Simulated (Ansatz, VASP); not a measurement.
# Two plane-wave programs on Ir

```xyz
5
Lattice="2.7370 0.0000 0.0000 -1.3685 2.3703 0.0000 0.0000 0.0000 23.9389" Properties=species:S:1:pos:R:3 pbc="T T T"
Ir    1.3685    0.7901    7.5543
Ir    0.0000    1.5802    9.7405
Ir    0.0000    0.0000   11.9694
Ir    1.3685    0.7901   14.1984
Ir    0.0000    1.5802   16.3846
```

Alike in both runs: functional PBE; k mesh 15 × 15 × 1; occupations gaussian, width 0.1 eV; no spin polarisation.

Ansatz relaxed the structure, and its values are those at the end. VASP's run is a single point on that final structure, the one shown.

|  | VASP | Ansatz |
| --- | --- | --- |
| version | VASP 6.6.1 | Ansatz 0.2.0 |
| potentials or method | VASP PAW PBE potentials, release 64 (Ir), cutoff 520 eV | scalar-relativistic, plane waves, PAW |
| valence electrons in the cell | 45 | 85 |

|  | VASP | Ansatz | Ansatz less VASP |
| --- | --- | --- | --- |
| gap on the k mesh at the Fermi level (eV) | none | none | - |
| rms of the force components (eV/Å) | 0.010 | 0.002 | -0.0082 |

A gap of «none» marks a metal or a gap that the smearing closes. The functional is the same, so the differences come from potentials, cutoffs and numerics. VASP's potentials hold 45 valence electrons a cell and Ansatz's 85, so a difference there can come from the potentials and not from the codes. Ansatz's warnings: xc potential rough in thin density.

Neither program's run includes spin-orbit coupling.
